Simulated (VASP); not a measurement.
# PPt (P6_3mc) in VASP: a series of runs

The runs below take PPt through single point, with PBE.

All numbers are computed with VASP 6.6.1; they aren't measurements. Logs are shortened: lines on timing, memory, paths and dates and some standing lists are left out, and cuts for length are marked.

## (1) The cell of the first run

The structure is hexagonal, space group P6_3mc (No. 186). The conventional cell has a = 3.105 Å, b = 3.105 Å, c = 7.451 Å, α = 90.00°, β = 90.00°, γ = 120.00°. Within 3.0 Å of Pt (site symmetry 3m) lie 4 P at 2.28 to 2.32 Å. Within 3.0 Å of P (site symmetry 3m) lie 4 Pt at 2.28 to 2.32 Å.

## (2) Single point, PBE

INCAR

```
SYSTEM = PPt
ALGO = Normal
EDIFF = 1E-7
ENCUT = 520
GGA = PE
ISIF = 2
ISMEAR = -1
LASPH = .TRUE.
LCHARG = .FALSE.
LREAL = .FALSE.
LWAVE = .FALSE.
NBANDS = 23
NELM = 80
PREC = Accurate
SIGMA = 0.05
```

KPOINTS

```
k-points
0
G
  8 8 4
  0 0 0
```

POSCAR

```
PPt
1.0
    3.1050460232      0.0000000000      0.0000000000
   -1.5525230116      2.6890487360      0.0000000000
    0.0000000000      0.0000000000      7.4513732066
Pt P
2 2
Direct
    0.3333333333      0.6666666667      0.3429157360
    0.6666666667      0.3333333333      0.8429157360
    0.3333333333      0.6666666667      0.0320862640
    0.6666666667      0.3333333333      0.5320862640
```

Potentials or basis: VASP PAW PBE potentials, release 64 (Pt, P).

On the command line:

```sh
$ cat potpaw_PBE.64/Pt/POTCAR potpaw_PBE.64/P/POTCAR > POTCAR
$ mpirun -np 1 vasp_std > vasp.out
```

OUTCAR:

```text
SYSTEM = PPt
   EDIFF = 1E-7
   ENCUT = 520
   GGA = PE
   ISIF = 2
   ISMEAR = -1
   LASPH = .TRUE.
   LREAL = .FALSE.
   NELM = 80
   PREC = Accurate

 ion  position               nearest neighbor table
   1  0.333  0.667  0.343-   4 2.28   4 2.28   4 2.28   3 2.32
   2  0.667  0.333  0.843-   3 2.28   3 2.28   3 2.28   4 2.32
   3  0.333  0.667  0.032-   2 2.28   2 2.28   2 2.28   1 2.32
   4  0.667  0.333  0.532-   1 2.28   1 2.28   1 2.28   2 2.32

  LATTYP: Found a hexagonal cell.
 ALAT       =     3.1050460232
 C/A-ratio  =     2.3997625642

  Lattice vectors:

 A1 = (   3.1050460232,   0.0000000000,   0.0000000000)
 A2 = (  -1.5525230116,   2.6890487360,   0.0000000000)
 A3 = (   0.0000000000,   0.0000000000,   7.4513732066)

Analysis of symmetry for initial positions (statically):
=====================================================================
 Subroutine PRICEL returns:
 Original cell was already a primitive cell.

 Routine SETGRP: Setting up the symmetry group for a
 hexagonal supercell.

 Subroutine GETGRP returns: Found 12 space group operations
 (whereof  6 operations were pure point group operations)
 out of a pool of 24 trial point group operations.

The static configuration has the point symmetry C_3v.
 The point group associated with its full space group is C_6v.

Analysis of symmetry for dynamics (positions and initial velocities):
=====================================================================
 Subroutine PRICEL returns:
 Original cell was already a primitive cell.

 Routine SETGRP: Setting up the symmetry group for a
 hexagonal supercell.

 Subroutine GETGRP returns: Found 12 space group operations
 (whereof  6 operations were pure point group operations)
 out of a pool of 24 trial point group operations.

The dynamic configuration has the point symmetry C_3v.
 The point group associated with its full space group is C_6v.

 Subroutine INISYM returns: Found 12 space group operations
 (whereof  6 operations are pure point group operations),
 and found     1 'primitive' translations

----------------------------------------------------------------------------------------

                                     Primitive cell

  volume of cell :      62.2161

[... 83 lines left out ...]
   PREC   = accura    normal or accurate (medium, high low for compatibility)
   ISTART =      0    job   : 0-new  1-cont  2-samecut
   ICHARG =      2    charge: 1-file 2-atom 10-const
   ISPIN  =      1    spin polarized calculation?
   LNONCOLLINEAR =      F non collinear calculations
   LSORBIT =      F    spin-orbit coupling
   LASPH  =      T    aspherical Exc in radial PAW
   ENCUT  =  520.0 eV  38.22 Ry    6.18 a.u.   5.77  5.77 13.85*2*pi/ulx,y,z
   NELM   =     80;   NELMIN=  2; NELMDL= -5     # of ELM steps
   EDIFF  = 0.1E-06   stopping-criterion for ELM
   LREAL  =      F    real-space projection
   EDIFFG = 0.1E-05   stopping-criterion for IOM
   NSW    =      0    number of steps for IOM
   IBRION =     -1    ionic relax: 0-MD 1-quasi-New 2-CG
   NFREE  =      0    steps in history (QN), initial steepest desc. (CG)
   ISIF   =      2    stress and relaxation
   ISYM   =      2    0-nonsym 1-usesym 2-fastsym
   POTIM  = 0.5000    time-step for ionic-motion
   TEBEG  =    0.0;   TEEND  =   0.0 temperature during run
   PSTRESS=    0.0 pullay stress
   NELECT =      30.0000    total number of electrons
   NUPDOWN=      -1.0000    fix difference up-down
   EMIN   =  10.00;   EMAX   =-10.00  energy-range for DOS
   EFERMI =   0.00;   METHOD = LEGACY
   ISMEAR =    -1;   SIGMA  =   0.05  broadening in eV -4-tet -1-fermi 0-gaus
   EFERMI_NEDOS =   21; number of points for ismear=-14 and -15
   IALGO  =     38    algorithm
   IMIX   =      4    mixing-type and parameters
     AMIX     =   0.40;   BMIX     =  1.00
     AMIX_MAG =   1.60;   BMIX_MAG =  1.00
  volume/ion in A,a.u.               =      15.55       104.96
  Fermi-wavevector in a.u.,A,eV,Ry     =   1.283751  2.425938 22.422639  1.648017
  Thomas-Fermi vector in A             =   2.415986
   LORBIT       =      0    0 simple, 1 ext, 2 COOP (PROOUT), +10 PAW based schemes
   GGA     = PE    functional components
   LHFCALC =     F    Hartree Fock is set to
   AEXX    =    0.0000 exact exchange contribution
   IVDW    =     0    specifies the selected vdW correction
   LEPSILON=     F    determine dielectric tensor
   LRPA    =     F    only Hartree local field effects (RPA)
 non-spin polarized calculation
  energy-cutoff  :      520.00
  volume of cell :       62.22
 maximum number of plane-waves:      1696
 NGX is ok and might be reduce to    24
   NGX = 11   NGY = 11   NGZ = 27

 number of electron      29.9999998 magnetization

 Free energy of the ion-electron system (eV)
  ---------------------------------------------------
  ext. energy  EPLUGINS =         0.00000000
  ---------------------------------------------------
  free energy    TOTEN  =       -23.71619742 eV

  energy without entropy =      -23.71229355  energy(sigma->0) =      -23.71424549

 E-fermi :  10.2082     XC(G=0): -11.9934

 val. band max:       10.1980526869   @ k =   0.2500   0.0000   0.0000
 cond. band min:      10.3394933517   @ k =   0.3750   0.0000   0.5000
 fundamental gap:      0.1414406648
 Fermi energy:        10.2082025485

 k-point     1 :       0.0000    0.0000    0.0000
  band No.  band energies     occupation
      1      -4.5007      2.00000
      2      -3.1755      2.00000
      3       1.4999      2.00000
      4       2.6023      2.00000
      5       4.8180      2.00000
      6       4.8180      2.00000
[... 613 lines left out ...]
     22      16.5791      0.00000
     23      19.5529      0.00000

 [... further k-points ...]
[... 5 lines left out ...]
  --------------------------------------------------------------------------------------
  -------------------------------------------------------------------------------------
  Total        7.6752603      7.6752603      7.6481138      0.0000000      0.0000000     -0.0000000
  in kB      197.6517507    197.6517507    196.9526796      0.0000000      0.0000000     -0.0000000
  external PRESSURE =     197.4187270 kB  Pullay stress =       0.0000000 kB

 VOLUME and BASIS-vectors are now :
 -----------------------------------------------------------------------------
  energy-cutoff  :      520.00
  volume of cell :       62.22
      direct lattice vectors                 reciprocal lattice vectors
     3.105046023  0.000000000  0.000000000     0.322056418  0.185939360  0.000000000
    -1.552523012  2.689048736  0.000000000     0.000000000  0.371878719  0.000000000
     0.000000000  0.000000000  7.451373207     0.000000000  0.000000000  0.134203451

 POSITION                                       TOTAL-FORCE (eV/Angst)
 -----------------------------------------------------------------------------------
     -0.00000      1.79270      2.55519        -0.000000      0.000000      0.011650
      1.55252      0.89635      6.28088         0.000000      0.000000      0.011650
     -0.00000      1.79270      0.23909         0.000000     -0.000000     -0.011650
      1.55252      0.89635      3.96477        -0.000000      0.000000     -0.011650
 -----------------------------------------------------------------------------------
    total drift:                                0.000000      0.000000     -0.000438

  FREE ENERGIE OF THE ION-ELECTRON SYSTEM (eV)
  ---------------------------------------------------
  free  energy   TOTEN  =       -23.7161974200 eV

  energy  without entropy=      -23.7122935538  energy(sigma->0) =      -23.71424549
```

stdout:

```text
POSCAR found type information on POSCAR PtP
 POSCAR found :  2 types and       4 ions
 scaLAPACK will be used
 LDA part: xc-table for (Slater+PW92), standard interpolation
 POSCAR, INCAR and KPOINTS ok, starting setup
 FFT: planning ... GRIDC
 FFT: planning ... GRID_SOFT
 FFT: planning ... GRID
 WAVECAR not read
 entering main loop
```

Wall time 33 s (1 thread of Intel Xeon Platinum 8259CL at 2.50GHz (Skylake/Cascade Lake), shared host); peak memory 0.19 GiB.

What came out:

```yaml
Free_energy: -23.7162 eV
Pressure: 19.7 GPa
Largest_force: 0.012 eV/Å
Band_gap_on_the_k_mesh: zero (band 15 reaches 13.60 eV, above the bottom of band 16 at 9.11 eV)
```

Forces in eV/Å, atoms in the order of the input:
```
Pt   0.000  0.000  0.012
Pt   0.000  0.000  0.012
P    0.000  0.000 -0.012
P    0.000  0.000 -0.012
```

Caveat: spin-orbit coupling is left out, which moves the levels of the heavy elements.

## (3) Single point, PBE

This run uses another cell than the first one, of 16.53 Å³/atom, 1.063 times its volume.

INCAR

```
PREC = Accurate
ENCUT = 520
EDIFF = 1E-6
ISMEAR = -1
SIGMA = 0.05
LREAL = False
LASPH = True
NELM = 80
ALGO = Normal
ISIF = 2
LWAVE = False
LCHARG = True
GGA = PE
LELF = True
LVHAR = True
NBANDS = 23
```

KPOINTS

```
Automatic mesh
0
Gamma
  8 8 4
```

POSCAR

```
PPt
1.0
    3.2001072888      0.0000000000      0.0000000000
   -1.6000536444      2.7713742069      0.0000000000
    0.0000000000      0.0000000000      7.4544317163
Pt P
2 2
Direct
    0.3333333333      0.6666666667      0.3463098792
    0.6666666667      0.3333333333      0.8463098792
    0.3333333333      0.6666666667      0.0286921208
    0.6666666667      0.3333333333      0.5286921208
```

Potentials or basis: VASP PAW PBE potentials, release 64 (Pt, P).

On the command line:

```sh
$ cat potpaw_PBE.64/Pt/POTCAR potpaw_PBE.64/P/POTCAR > POTCAR
$ mpirun -np 1 vasp_std > vasp.out
```

It took 32 s on 1 thread of Intel Xeon Platinum 8259CL at 2.50GHz (Skylake/Cascade Lake), shared host; peak memory 0.2 GiB.

The run converged. Its results:

```
Free energy            : -24.0723 eV
Pressure               : 9.8 GPa
Largest force          : 0.011 eV/Å
Band gap on the k mesh : zero (band 15 reaches 12.44 eV, above the bottom of band 16 at 8.15 eV)
```

Forces in eV/Å, atoms in the order of the input:
```
Pt   0.000  0.000  0.011
Pt   0.000  0.000  0.011
P    0.000  0.000 -0.011
P    0.000  0.000 -0.011
```

Levels at points of the mesh, in eV from the Fermi level:
| k point | band 11 | band 12 | band 13 | band 14 | band 15 | band 16 | band 17 | band 18 | band 19 | band 20 |
| --- | --- | --- | --- | --- | --- | --- | --- | --- | --- | --- |
| (0.00, 0.00, 0.00) | -3.87 | -3.62 | -3.62 | -0.85 | 2.52 | 2.52 | 3.03 | 4.11 | 4.11 | 6.58 |
| (0.50, 0.00, 0.00) | -2.51 | -2.37 | -2.36 | -1.73 | -1.07 | -0.76 | 0.31 | 3.23 | 4.23 | 4.79 |
| (0.00, 0.00, 0.50) | -3.74 | -3.74 | -3.33 | -3.33 | 3.21 | 3.21 | 3.21 | 3.21 | 5.20 | 5.20 |
| (0.50, 0.00, 0.50) | -2.37 | -2.37 | -1.84 | -1.84 | -0.66 | -0.66 | 1.61 | 1.61 | 3.73 | 3.73 |

Caveat: spin-orbit coupling is left out, which moves the levels of the heavy elements.

## (4) Single point, PBE

This run uses another cell than the first one, of 18.47 Å³/atom, 1.187 times its volume.

INCAR

```
PREC = Accurate
ENCUT = 520
EDIFF = 1E-6
ISMEAR = -1
SIGMA = 0.05
LREAL = False
LASPH = True
NELM = 100
ALGO = Normal
ISIF = 2
LWAVE = False
LCHARG = False
GGA = PE
NBANDS = 23
```

KPOINTS is that of step 3.

POSCAR

```
PPt
1.0
    3.6072214565      0.0000000000      0.0000000000
   -1.8036107283      3.1239454184      0.0000000000
    0.0000000000      0.0000000000      6.5557643822
Pt P
2 2
Direct
    0.3333333333      0.6666666667      0.3650875195
    0.6666666667      0.3333333333      0.8650875195
    0.3333333333      0.6666666667      0.0099144805
    0.6666666667      0.3333333333      0.5099144805
```

On the command line:

```sh
$ cat potpaw_PBE.64/Pt/POTCAR potpaw_PBE.64/P/POTCAR > POTCAR
$ mpirun -np 1 vasp_std > vasp.out
```

Wall time 42 s (1 thread of Intel Xeon Platinum 8259CL at 2.50GHz (Skylake/Cascade Lake), shared host); peak memory 0.21 GiB.

Results (log left out):

| Quantity | Value |
| --- | --- |
| Free energy | -24.2827 eV |
| Pressure | 4.8 GPa |
| Band gap on the k mesh | zero (band 15 reaches 10.49 eV, above the bottom of band 16 at 6.69 eV) |

Forces on the atoms (eV/Å):
```
Pt   0.000  0.000  0.002
Pt   0.000  0.000  0.002
P    0.000  0.000 -0.002
P    0.000  0.000 -0.002
```

Levels at points of the mesh, in eV from the Fermi level:
```csv
k point,band 11,band 12,band 13,band 14,band 15,band 16,band 17,band 18,band 19,band 20
"(0.00, 0.00, 0.00)",-3.52,-3.52,-3.49,1.97,1.97,2.83,3.99,4.22,4.22,5.42
"(0.50, 0.00, 0.00)",-3.06,-3.04,-2.52,-2.45,-1.86,-0.62,0.53,2.25,4.53,5.91
"(0.00, 0.00, 0.50)",-3.73,-3.73,-0.77,-0.77,2.86,2.86,2.86,2.86,4.97,4.97
"(0.50, 0.00, 0.50)",-3.19,-3.19,-2.89,-2.89,-0.20,-0.20,0.80,0.80,4.95,4.95
```

Caveat: spin-orbit coupling is left out, which moves the levels of the heavy elements.

## (5) Summary

```tsv
cell	gap on the mesh (eV)	pressure (GPa)	largest force (eV/Å)
a = 3.105, b = 3.105, c = 7.451 Å, angles 90.0, 90.0, 120.0°, 4 atoms	none	19.7	0.01
a = 3.200, b = 3.200, c = 7.454 Å, angles 90.0, 90.0, 120.0°, 4 atoms	none	9.8	0.01
a = 3.607, b = 3.607, c = 6.556 Å, angles 90.0, 90.0, 120.0°, 4 atoms	none	4.8	-
```

Alike in all rows: task single point; level PBE; potentials or basis VASP PAW PBE potentials, release 64 (Pt, P); no spin polarisation; k mesh 8 × 8 × 4; cutoff (eV) 520; smearing fermi-dirac 0.05 eV.

Caveats: spin-orbit coupling is left out, which moves the levels of the heavy elements.

Absolute energies hang on the potentials; compare differences alone.
